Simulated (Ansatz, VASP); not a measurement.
# SnSe2 in VASP and in Ansatz

```
Sn Se
1.0
     0.00000    3.40686    3.40686
     3.40686    0.00000    3.40686
     3.40686    3.40686    0.00000
Sn Se
1 2
Direct
  0.00000 0.00000 0.00000
  0.25000 0.25000 0.25000
  0.75000 0.75000 0.75000
```

Alike in both runs: task single point; functional PBE; k mesh 4 × 4 × 4; no spin polarisation.

```csv
,VASP,Ansatz
version,VASP 6.6.1,Ansatz 0.2.0
potentials or method,"VASP PAW PBE potentials, release 64 (Sn_d, Se)",plane waves
plane-wave cutoff (eV),500,420
occupations,"methfessel-paxton of order 1, width 0.05 eV","cold, width 0.05 eV"
valence electrons in the cell,26,46
```

VASP gave:

| Property | Result |
| --- | --- |
| pressure (GPa) | 1.7 |

**Question.** Which values does Ansatz return?

**Answer.** Pressure (GPa): 1.6.

VASP's potentials hold 26 valence electrons a cell and Ansatz's 46, so a difference there can come from the potentials and not from the codes.

The k mesh is coarse, so the values compare programs but aren't converged.
